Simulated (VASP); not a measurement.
A run of VASP 6.6.1:

Contents of POSCAR:

```
BAs
1.0
    0.0000000000      2.3918698983      2.3918698983
    2.3918698983      0.0000000000      2.3918698983
    2.3918698983      2.3918698983      0.0000000000
B As
1 1
Direct
    0.0000000000      0.0000000000      0.0000000000
    0.2500000000      0.2500000000      0.2500000000
```

INCAR.step1

```
PREC = Accurate
ENCUT = 520
EDIFF = 1E-5
ISMEAR = 0
SIGMA = 0.01
LREAL = False
LASPH = True
NELM = 100
ALGO = Normal
ISIF = 2
LWAVE = True
LCHARG = False
NBANDS = 11
GGA = PE
```

The input INCAR.step2:

```
PREC = Accurate
ENCUT = 520
EDIFF = 1E-7
ISMEAR = 0
SIGMA = 0.01
LREAL = False
LASPH = True
NELM = 100
ALGO = Normal
ISIF = 2
LWAVE = False
LCHARG = False
METAGGA = R2SCAN
LHFCALC = True
AEXX = 0.1
LMIXTAU = True
PRECFOCK = Normal
NBANDS = 11
ISTART = 1
```

KPOINTS

```
regular mesh
0
Gamma
  6 6 6
```

Potentials or basis: VASP PAW PBE potentials, release 64 (B, As).

The run is started by

```bash
$ cat potpaw_PBE.64/B/POTCAR potpaw_PBE.64/As/POTCAR > POTCAR
$ cp INCAR.step1 INCAR
$ mpirun -np 1 vasp_std > vasp.out
$ cp INCAR.step2 INCAR
$ mpirun -np 1 vasp_std > vasp.out
```

Hardware: 1 thread of Intel(R) Xeon(R) 6975P-C (Granite Rapids), with other jobs on the host.

Estimate the wall time of this run.

Run time: 4.9 min on 1 thread of Intel(R) Xeon(R) 6975P-C (Granite Rapids) (shared host), peak memory 0.18 GiB. Counts: k points 16.
